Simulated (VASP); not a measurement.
Write the native input for VASP 6.6.1 that does the following.

```yaml
Task: single point
Functional: LDA
Potentials_or_basis: VASP PAW LDA potentials, release 64 (Ti_sv)
Cutoff: 520 eV
k_mesh: 18 × 18 × 10
Occupations: gaussian, width 0.15 eV
Spin: no spin polarisation
Dipole_correction: no
Further_INCAR_settings: ALGO = Fast; EDIFF = 1e-06; NBANDS = 19
```

The structure of Ti lies in POSCAR:

```
Ti
1.0
    2.9499978604      0.0000000000      0.0000000000
   -1.4749989302      2.5547730882      0.0000000000
    0.0000000000      0.0000000000      4.4985600000
Ti
2
Direct
    0.3333333333      0.6666666667      0.2500000000
    0.6666666667      0.3333333333      0.7500000000
```

This cell differs from its parent crystal: strain -0.0400 x Voigt [0, 0, 1, 0, 0, 0].

One way to write it, as run:

INCAR

```
PREC = Accurate
ENCUT = 520
EDIFF = 1E-6
ISMEAR = 0
SIGMA = 0.15
LREAL = F
LASPH = T
NELM = 80
ALGO = Fast
ISIF = 2
LWAVE = F
LCHARG = F
GGA = CA
NBANDS = 19
```

KPOINTS

```
Automatic mesh
0
Gamma
  18 18 10
```

Potentials or basis: VASP PAW LDA potentials, release 64 (Ti_sv).

The run is started by

```bash
$ cat potpaw_LDA.64/Ti_sv/POTCAR > POTCAR
$ mpirun -np 1 vasp_std > vasp.out
```

It gave:

```
Pressure               : -6.0 GPa
Band gap on the k mesh : zero (band 12 reaches 9.12 eV, above the bottom of band 13 at 8.06 eV)
```

Caveat: the cell differs from its parent crystal (strain -0.0400 x Voigt [0, 0, 1, 0, 0, 0]).

It took 2.1 min on 1 thread of Intel(R) Xeon(R) 6975P-C (Granite Rapids), on a shared host, peak memory 0.23 GiB.
